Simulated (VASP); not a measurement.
Runs of VASP 6.6.1 on InO. The structure is that of space group P-6m2 (No. 187), or close to it. The cells are those of the table. 

| cell | gap on the mesh (eV) | largest force (eV/Å) |
| --- | --- | --- |
| a = 3.346, b = 3.346, c = 16.919 Å, angles 90.0, 90.0, 120.0°, 4 atoms | (a) | 0.81 |
| a = 3.250, b = 3.250, c = 17.929 Å, angles 90.0, 90.0, 120.0°, 4 atoms | none | 1.30 |
| a = 3.720, b = 3.720, c = 13.682 Å, angles 90.0, 90.0, 120.0°, 4 atoms | 0.12 | (b) |
| a = 3.501, b = 3.501, c = 15.451 Å, angles 90.0, 90.0, 120.0°, 4 atoms | 0.44 | 0.46 |
| a = 3.551, b = 3.551, c = 15.019 Å, angles 90.0, 90.0, 120.0°, 4 atoms | 0.43 | 1.01 |

Alike in all rows: task single point; level PBE; potentials or basis VASP PAW PBE potentials, release 64 (In_d, O); no spin polarisation; k mesh 12 × 12 × 4; cutoff (eV) 520; smearing gaussian 0.03 eV.

**Question.** Estimate the missing entries.

**Answer.** (a) 0.03; (b) 3.64.

Caveats: spin-orbit coupling is left out, which moves the levels of the heavy elements.

A k mesh can miss the band edges, and the runs leave out spin-orbit coupling on In.

A gap of «none» marks levels without a gap at the run's occupations.
